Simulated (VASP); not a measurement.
# Cd (Im-3m) in VASP: notebook

The runs below take Cd through single point, relaxation of cell and atoms, with PBE.

Everything below comes from runs of VASP 6.6.1. Logs are shortened: lines on timing, memory, paths and dates and some standing lists are left out, and cuts for length are marked.

## 1. The cell of the first run

Symmetry: Im-3m, No. 229, cubic system. Conventional cell: a = 3.039 Å, b = 3.039 Å, c = 3.039 Å, α = 90.00°, β = 90.00°, γ = 90.00°. Cd (site symmetry m-3m) has 14 Cd at 2.63 to 3.04 Å within 3.5 Å.

## 2. Single point, PBE

INCAR

```
  PREC = Accurate
  ENCUT = 520
  EDIFF = 1E-6
  ISMEAR = -1
  SIGMA = 0.05
  LREAL = F
  LASPH = T
  NELM = 100
  ALGO = Normal
  ISIF = 2
  LWAVE = F
  LCHARG = T
  GGA = PE
  LELF = T
  LVHAR = T
  NBANDS = 12
```

KPOINTS

```
regular mesh
0
Gamma
  18 18 18
```

POSCAR

```
Cd
1.0
   -1.5194192172      1.5194192172      1.5194192172
    1.5194192172     -1.5194192172      1.5194192172
    1.5194192172      1.5194192172     -1.5194192172
Cd
1
Direct
    0.0000000000      0.0000000000      0.0000000000
```

Potentials or basis: VASP PAW PBE potentials, release 64 (Cd).

Command:

```sh
$ cat potpaw_PBE.64/Cd/POTCAR > POTCAR
$ mpirun -np 1 vasp_std > vasp.out
```

OUTCAR:

```text
PREC = Accurate
   ENCUT = 520
   EDIFF = 1E-6
   ISMEAR = -1
   LREAL = F
   LASPH = T
   NELM = 100
   ISIF = 2
   GGA = PE

 ion  position               nearest neighbor table
   1  0.000  0.000  0.000-

  LATTYP: Found a body centered cubic cell.
 ALAT       =     3.0388384344

  Lattice vectors:

 A1 = (  -1.5194192172,   1.5194192172,   1.5194192172)
 A2 = (   1.5194192172,  -1.5194192172,   1.5194192172)
 A3 = (   1.5194192172,   1.5194192172,  -1.5194192172)

Analysis of symmetry for initial positions (statically):
=====================================================================
 Subroutine PRICEL returns:
 Original cell was already a primitive cell.

 Routine SETGRP: Setting up the symmetry group for a
 body centered cubic supercell.

 Subroutine GETGRP returns: Found 48 space group operations
 (whereof 48 operations were pure point group operations)
 out of a pool of 48 trial point group operations.

The static configuration has the point symmetry O_h .

Analysis of symmetry for dynamics (positions and initial velocities):
=====================================================================
 Subroutine PRICEL returns:
 Original cell was already a primitive cell.

 Routine SETGRP: Setting up the symmetry group for a
 body centered cubic supercell.

 Subroutine GETGRP returns: Found 48 space group operations
 (whereof 48 operations were pure point group operations)
 out of a pool of 48 trial point group operations.

The dynamic configuration has the point symmetry O_h .

 Subroutine INISYM returns: Found 48 space group operations
 (whereof 48 operations are pure point group operations),
 and found     1 'primitive' translations

----------------------------------------------------------------------------------------

                                     Primitive cell

  volume of cell :      14.0311

  direct lattice vectors                    reciprocal lattice vectors
    -1.519419217  1.519419217  1.519419217     0.000000000  0.329073105  0.329073105
     1.519419217 -1.519419217  1.519419217     0.329073105  0.000000000  0.329073105
     1.519419217  1.519419217 -1.519419217     0.329073105  0.329073105  0.000000000

  length of vectors
     2.631711282  2.631711282  2.631711282     0.465379648  0.465379648  0.465379648

  position of ions in fractional coordinates (direct lattice)
     0.000000000  0.000000000  0.000000000

  ion indices of the primitive-cell ions
   primitive index   ion index
                 1           1

----------------------------------------------------------------------------------------

 KPOINTS: regular mesh

Automatic generation of k-mesh.
 Grid dimensions read from file:
 generate k-points for:   18   18   18

 Generating k-lattice:

  Cartesian coordinates                     Fractional coordinates (reciprocal lattice)
     0.000000000  0.018281839  0.018281839     0.055555556  0.000000000  0.000000000
     0.018281839  0.000000000  0.018281839     0.000000000  0.055555556  0.000000000
     0.018281839  0.018281839  0.000000000     0.000000000  0.000000000  0.055555556

  Length of vectors
     0.025854425  0.025854425  0.025854425

  Shift w.r.t. Gamma in fractional coordinates (k-lattice)
     0.000000000  0.000000000  0.000000000

 Subroutine IBZKPT returns following result:
 ===========================================

 Found    195 irreducible k-points:

 Following reciprocal coordinates:
            Coordinates               Weight
  0.000000  0.000000  0.000000      1.000000
  0.055556  0.000000  0.000000     12.000000
  0.111111  0.000000  0.000000     12.000000
  0.166667  0.000000  0.000000     12.000000
  0.222222  0.000000  0.000000     12.000000
  0.277778  0.000000  0.000000     12.000000
[... 16 lines left out ...]
  0.333333  0.111111 -0.000000     48.000000
  0.388889  0.111111  0.000000     48.000000
 [... further k-points ...]
   k-points           NKPTS =    195   k-points in BZ     NKDIM =    195   number of bands    NBANDS=     12
   number of dos      NEDOS =    301   number of ions     NIONS =      1
   total plane-waves  NPLWV =   8000
   dimension x,y,z NGX =    20 NGY =   20 NGZ =   20
   dimension x,y,z NGXF=    40 NGYF=   40 NGZF=   40
   ions per type =               1
   NGX,Y,Z   is equivalent  to a cutoff of  12.63, 12.63, 12.63 a.u.
   NGXF,Y,Z  is equivalent  to a cutoff of  25.27, 25.27, 25.27 a.u.
 SYSTEM =  unknown system
   PREC   = accura    normal or accurate (medium, high low for compatibility)
   ISTART =      0    job   : 0-new  1-cont  2-samecut
   ICHARG =      2    charge: 1-file 2-atom 10-const
   ISPIN  =      1    spin polarized calculation?
   LNONCOLLINEAR =      F non collinear calculations
   LSORBIT =      F    spin-orbit coupling
   LASPH  =      T    aspherical Exc in radial PAW
   ENCUT  =  520.0 eV  38.22 Ry    6.18 a.u.   4.89  4.89  4.89*2*pi/ulx,y,z
   NELM   =    100;   NELMIN=  2; NELMDL= -5     # of ELM steps
   EDIFF  = 0.1E-05   stopping-criterion for ELM
   LREAL  =      F    real-space projection
   EDIFFG = 0.1E-04   stopping-criterion for IOM
   NSW    =      0    number of steps for IOM
   IBRION =     -1    ionic relax: 0-MD 1-quasi-New 2-CG
   NFREE  =      0    steps in history (QN), initial steepest desc. (CG)
   ISIF   =      2    stress and relaxation
   ISYM   =      2    0-nonsym 1-usesym 2-fastsym
   POTIM  = 0.5000    time-step for ionic-motion
   TEBEG  =    0.0;   TEEND  =   0.0 temperature during run
   PSTRESS=    0.0 pullay stress
   NELECT =      12.0000    total number of electrons
   NUPDOWN=      -1.0000    fix difference up-down
   EMIN   =  10.00;   EMAX   =-10.00  energy-range for DOS
   EFERMI =   0.00;   METHOD = LEGACY
   ISMEAR =    -1;   SIGMA  =   0.05  broadening in eV -4-tet -1-fermi 0-gaus
   EFERMI_NEDOS =   21; number of points for ismear=-14 and -15
   IALGO  =     38    algorithm
   IMIX   =      4    mixing-type and parameters
     AMIX     =   0.40;   BMIX     =  1.00
     AMIX_MAG =   1.60;   BMIX_MAG =  1.00
  volume/ion in A,a.u.               =      14.03        94.69
  Fermi-wavevector in a.u.,A,eV,Ry     =   1.553952  2.936544 32.854902  2.414767
  Thomas-Fermi vector in A             =   2.658109
   LORBIT       =      0    0 simple, 1 ext, 2 COOP (PROOUT), +10 PAW based schemes
   GGA     = PE    functional components
   LHFCALC =     F    Hartree Fock is set to
   AEXX    =    0.0000 exact exchange contribution
   IVDW    =     0    specifies the selected vdW correction
   LEPSILON=     F    determine dielectric tensor
   LRPA    =     F    only Hartree local field effects (RPA)
 non-spin polarized calculation
  energy-cutoff  :      520.00
  volume of cell :       14.03
 maximum number of plane-waves:       394
   NGX =  9   NGY =  9   NGZ =  9

 number of electron      11.9999996 magnetization

 Free energy of the ion-electron system (eV)
  ---------------------------------------------------
  ext. energy  EPLUGINS =         0.00000000
  ---------------------------------------------------
  free energy    TOTEN  =         0.75946187 eV

  energy without entropy =        0.76212318  energy(sigma->0) =        0.76079253

 E-fermi :   7.9329     XC(G=0): -13.5406

 val. band max:        7.9172121355   @ k =  -0.4444   0.5000   0.0556
 cond. band min:       7.9503148786   @ k =  -0.4444  -0.4444   0.1111
 fundamental gap:      0.0331027431
 Fermi energy:         7.9328512387

 k-point     1 :       0.0000    0.0000    0.0000
  band No.  band energies     occupation
      1      -5.8256      2.00000
      2      -4.1468      2.00000
      3      -4.1468      2.00000
      4      -4.1468      2.00000
      5      -2.6421      2.00000
      6      -2.6421      2.00000
      7      24.4905      0.00000
      8      24.4905      0.00000
      9      24.4905      0.00000
     10      30.4656      0.00000
     11      30.4656      0.00000
     12      31.2752      0.00000

 k-point     2 :       0.0556    0.0000    0.0000
  band No.  band energies     occupation
      1      -5.7090      2.00000
      2      -4.1737      2.00000
      3      -4.1391      2.00000
      4      -4.0800      2.00000
      5      -2.6715      2.00000
      6      -2.6402      2.00000
      7      24.0326      0.00000
      8      24.4115      0.00000
      9      24.5231      0.00000
     10      29.2235      0.00000
     11      29.6412      0.00000
     12      30.2476      0.00000

 k-point     3 :       0.1111    0.0000    0.0000
  band No.  band energies     occupation
      1      -5.3878      2.00000
      2      -4.2506      2.00000
      3      -4.0976      2.00000
      4      -3.8845      2.00000
      5      -2.7437      2.00000
      6      -2.6342      2.00000
      7      22.6542      0.00000
      8      24.0102      0.00000
      9      24.6126      0.00000
     10      28.2985      0.00000
     11      28.3455      0.00000
     12      28.4855      0.00000
[... 286 lines left out ...]
 k-point    23 :       0.3333    0.1111   -0.0000
  band No.  band energies     occupation
      1      -5.1929      2.00000
      2      -4.8050      2.00000
      3      -2.8596      2.00000
      4      -2.7222      2.00000
      5      -2.1950      2.00000
      6       1.4088      2.00000
      7      10.7192      0.00000
      8      17.3326      0.00000
      9      20.0724      0.00000
     10      25.8549      0.00000
     11      29.5721      0.00000
     12      31.1227      0.00000

 k-point    24 :       0.3889    0.1111    0.0000
  band No.  band energies     occupation
      1      -5.3065      2.00000
      2      -4.8712      2.00000
      3      -2.7825      2.00000
      4      -2.6951      2.00000
      5      -1.9616      2.00000
      6       2.9055      2.00000
      7       8.6625      0.00000
      8      16.9175      0.00000
      9      19.5713      0.00000
     10      25.9273      0.00000
     11      29.5724      0.00000
     12      31.5031      0.00000

 [... further k-points ...]

------------------------ aborting loop because EDIFF is reached ----------------------------------------

  FORCE on cell =-STRESS in cart. coord.  units (eV):
  Direction    XX          YY          ZZ          XY          YZ          ZX
  --------------------------------------------------------------------------------------
  -------------------------------------------------------------------------------------
  Total        7.5997828      7.5997828      7.5997828      0.0000000     -0.0000000      0.0000000
  in kB      867.7985660    867.7985660    867.7985660      0.0000000     -0.0000000      0.0000000
  external PRESSURE =     867.7985660 kB  Pullay stress =       0.0000000 kB

 VOLUME and BASIS-vectors are now :
 -----------------------------------------------------------------------------
  energy-cutoff  :      520.00
  volume of cell :       14.03
      direct lattice vectors                 reciprocal lattice vectors
    -1.519419217  1.519419217  1.519419217     0.000000000  0.329073105  0.329073105
     1.519419217 -1.519419217  1.519419217     0.329073105  0.000000000  0.329073105
     1.519419217  1.519419217 -1.519419217     0.329073105  0.329073105  0.000000000

 POSITION                                       TOTAL-FORCE (eV/Angst)
 -----------------------------------------------------------------------------------
      0.00000      0.00000      0.00000        -0.000000      0.000000     -0.000000
 -----------------------------------------------------------------------------------
    total drift:                                0.000000     -0.000000      0.000000

  FREE ENERGIE OF THE ION-ELECTRON SYSTEM (eV)
  ---------------------------------------------------
  free  energy   TOTEN  =         0.7594618686 eV

  energy  without entropy=        0.7621231826  energy(sigma->0) =        0.76079253
```

It took 17 s on 1 thread of Intel Xeon Platinum 8488C (Sapphire Rapids), shared host; peak memory 0.15 GiB.

Results:

- Free energy: 0.7595 eV
- Pressure: 86.8 GPa
- Band gap on the k mesh: zero (band 6 reaches 11.03 eV, above the bottom of band 7 at 7.53 eV)

Levels at points of the mesh, in eV from the Fermi level:
| k point | band 3 | band 4 | band 5 | band 6 | band 7 | band 8 | band 9 | band 10 |
| --- | --- | --- | --- | --- | --- | --- | --- | --- |
| (0.00, 0.00, 0.00) | -12.08 | -12.08 | -10.57 | -10.57 | 16.56 | 16.56 | 16.56 | 22.53 |
| (0.50, 0.00, 0.00) | -10.64 | -10.46 | -9.48 | -5.02 | -0.40 | 10.79 | 12.06 | 17.31 |
| (0.50, 0.50, 0.50) | -9.75 | -9.75 | -9.75 | 3.10 | 3.10 | 3.10 | 9.89 | 9.89 |

## 3. Single point, PBE

INCAR

```
ALGO = Normal
EDIFF = 1E-7
ENCUT = 520
GGA = PE
ISIF = 2
ISMEAR = -1
LASPH = T
LCHARG = T
LELF = T
LREAL = F
LVHAR = T
LWAVE = F
NBANDS = 12
NELM = 60
PREC = Accurate
SIGMA = 0.05
```

KPOINTS

```
k-points
0
Gamma
  18 18 18
```

POSCAR

```
Cd
1.0
   -1.5193600378      1.5193600378      1.5193600378
    1.5193600378     -1.5193600378      1.5193600378
    1.5193600378      1.5193600378     -1.5193600378
Cd
1
Direct
    0.0000000000      0.0000000000      0.0000000000
```

Potentials or basis: VASP PAW PBE potentials, release 64 (Cd).

Command:

```sh
$ cat potpaw_PBE.64/Cd/POTCAR > POTCAR
$ mpirun -np 1 vasp_std > vasp.out
```

Run time: 19 s. Hardware: 1 thread of Intel Xeon Platinum 8488C (Sapphire Rapids), shared host; peak memory 0.15 GiB.

Results (log left out):

| Quantity | Value |
| --- | --- |
| Free energy | 0.7604 eV |
| Pressure | 86.8 GPa |
| Band gap on the k mesh | zero (band 6 reaches 11.03 eV, above the bottom of band 7 at 7.53 eV) |

Levels at points of the mesh, in eV from the Fermi level:
| k point | band 3 | band 4 | band 5 | band 6 | band 7 | band 8 | band 9 | band 10 |
| --- | --- | --- | --- | --- | --- | --- | --- | --- |
| (0.00, 0.00, 0.00) | -12.08 | -12.08 | -10.58 | -10.58 | 16.56 | 16.56 | 16.56 | 22.53 |
| (0.50, 0.00, 0.00) | -10.64 | -10.46 | -9.48 | -5.03 | -0.40 | 10.79 | 12.06 | 17.31 |
| (0.50, 0.50, 0.50) | -9.75 | -9.75 | -9.75 | 3.10 | 3.10 | 3.10 | 9.89 | 9.89 |

## 4. Relaxation of cell and atoms, PBE, target pressure 84 GPa, at which the enthalpy is minimised

This run uses another cell than the first one, of 13.98 Å³/atom, 0.996 times its volume.

INCAR

```
SYSTEM = Cd
PREC = Accurate
ENCUT = 600
EDIFF = 1E-6
ISMEAR = -1
SIGMA = 0.05
LREAL = .FALSE.
LASPH = .TRUE.
NELM = 60
ALGO = Normal
ISIF = 3
LWAVE = .FALSE.
LCHARG = .FALSE.
GGA = PE
IBRION = 2
NSW = 60
EDIFFG = -0.005
PSTRESS = 840.0
```

KPOINTS

```
Automatic mesh
0
G
  18 18 18
  0 0 0
```

POSCAR

```
Cd
1.0
   -1.5176224494      1.5176224494      1.5176224494
    1.5176224494     -1.5176224494      1.5176224494
    1.5176224494      1.5176224494     -1.5176224494
Cd
1
Direct
    0.0000000000      0.0000000000      0.0000000000
```

Command:

```sh
$ cat potpaw_PBE.64/Cd/POTCAR > POTCAR
$ mpirun -np 1 vasp_std > vasp.out
```

Run time: 40 s. Hardware: 1 thread of AMD EPYC 9R14 (Zen 4), shared host; peak memory 0.15 GiB.

The run converged. Its results:

| Quantity | Value |
| --- | --- |
| Free energy | 0.7115 eV |
| Relaxed volume | 14.12 Å³/atom |
| Relaxed cell | a = 2.637 Å, b = 2.637 Å, c = 2.637 Å, α = 109.47°, β = 109.47°, γ = 109.47° |
| Space group after relaxing (to 0.05 Å) | Im-3m (No. 229) |
| Energy change on relaxing (the enthalpy is what falls) | -75.1 meV/atom |
| Ionic steps | 3 |
| Pressure after relaxing | 84.0 GPa |
| Band gap on the k mesh | zero (band 6 reaches 10.95 eV, above the bottom of band 7 at 7.43 eV) |

Step by step:
| step | energy change (eV) | largest force (eV/Å) | pressure (GPa) | volume (Å³) |
| --- | --- | --- | --- | --- |
| 1 | 0.0000 | 0.0000 | 88.08 | 13.98 |
| 2 | -0.3562 | 0.0000 | 68.42 | 14.71 |
| 3 | -0.0751 | 0.0000 | 83.97 | 14.12 |

Final structure:
```
CELL_PARAMETERS angstrom
-1.52267 1.52267 1.52267
1.52267 -1.52267 1.52267
1.52267 1.52267 -1.52267
ATOMIC_POSITIONS crystal
Cd 0.00000 0.00000 0.00000
```

Levels at points of the mesh, in eV from the Fermi level:
```tsv
k point	band 2	band 3	band 4	band 5	band 6	band 7	band 8	band 9	band 10
(0.00, 0.00, 0.00)	-12.02	-12.02	-12.02	-10.53	-10.53	16.56	16.56	16.56	22.48
(0.50, 0.00, 0.00)	-12.84	-10.59	-10.41	-9.44	-4.97	-0.41	10.80	12.03	17.26
(0.50, 0.50, 0.50)	-13.46	-9.71	-9.71	-9.71	3.12	3.12	3.12	9.86	9.86
```

Caveat: the cell is relaxed towards a set pressure, so the enthalpy falls and the energy may rise.

## 5. Relaxation of cell and atoms, PBE, target pressure 84 GPa, at which the enthalpy is minimised

INCAR

```
SYSTEM = Cd
PREC = Accurate ; ENCUT = 600
EDIFF = 1E-6 ; ISMEAR = -1
SIGMA = 0.05 ; LREAL = .FALSE.
LASPH = .TRUE. ; NELM = 60
ALGO = Normal ; ISIF = 3
LWAVE = .FALSE. ; LCHARG = .FALSE.
GGA = PE ; IBRION = 2
NSW = 32 ; EDIFFG = -0.005
PSTRESS = 840.0
```

KPOINTS is that of step 4.

POSCAR

```
Cd
1.0
   -1.5194192172      1.5194192172      1.5194192172
    1.5194192172     -1.5194192172      1.5194192172
    1.5194192172      1.5194192172     -1.5194192172
Cd
1
Direct
    0.0000000000      0.0000000000      0.0000000000
```

Command:

```sh
$ cat potpaw_PBE.64/Cd/POTCAR > POTCAR
$ mpirun -np 1 vasp_std > vasp.out
```

It took 40 s on 1 thread of AMD EPYC 9R14 (Zen 4), shared host; peak memory 0.14 GiB.

It converged, with:

```
Free energy                                            : 0.7122 eV
Relaxed volume                                         : 14.12 Å³/atom
Relaxed cell                                           : a = 2.637 Å, b = 2.637 Å, c = 2.637 Å, α = 109.47°, β = 109.47°, γ = 109.47°
Space group after relaxing (to 0.05 Å)                 : Im-3m (No. 229)
Energy change on relaxing (the enthalpy is what falls) : -47.2 meV/atom
Ionic steps                                            : 3
Pressure after relaxing                                : 84.0 GPa
Band gap on the k mesh                                 : zero (band 6 reaches 10.95 eV, above the bottom of band 7 at 7.43 eV)
```

Step by step:
```
step  energy change (eV)  largest force (eV/Å)  pressure (GPa)  volume (Å³)
   1              0.0000                0.0000           86.58        14.03
   2             -0.2320                0.0000           73.76        14.50
   3             -0.0472                0.0000           84.00        14.12
```

Final structure:
```
Cd
1.0
    -1.52261    1.52261    1.52261
     1.52261   -1.52261    1.52261
     1.52261    1.52261   -1.52261
Cd
1
Direct
  0.00000 0.00000 0.00000
```

Levels at points of the mesh, in eV from the Fermi level:
```
           k point  band 4  band 5  band 6  band 7  band 8  band 9
(0.00, 0.00, 0.00)  -12.02  -10.53  -10.53   16.56   16.56   16.56
(0.50, 0.00, 0.00)  -10.41   -9.44   -4.97   -0.41   10.80   12.03
(0.50, 0.50, 0.50)   -9.71   -9.71    3.12    3.12    3.12    9.86
```

Caveat: the cell is relaxed towards a set pressure, so the enthalpy falls and the energy may rise.

## 6. The runs side by side

| task | cell | cutoff (eV) | gap on the mesh (eV) | pressure (GPa) |
| --- | --- | --- | --- | --- |
| single point | a = 2.632 Å, angles 109.5°, 1 atom | 520 | none | 86.8 |
| relaxation of cell and atoms | relaxed to 84 GPa from a = 2.629 Å, angles 109.5°, 1 atom | 600 | none | 84.0 |
| relaxation of cell and atoms | relaxed to 84 GPa from a = 2.632 Å, angles 109.5°, 1 atom | 600 | none | 84.0 |

Alike in all rows: level PBE; potentials or basis VASP PAW PBE potentials, release 64 (Cd); no spin polarisation; k mesh 18 × 18 × 18; smearing fermi-dirac 0.05 eV.

Caveats: the cell is relaxed towards a set pressure, so the enthalpy falls and the energy may rise (some runs).

Absolute energies hang on the potentials; compare differences alone.
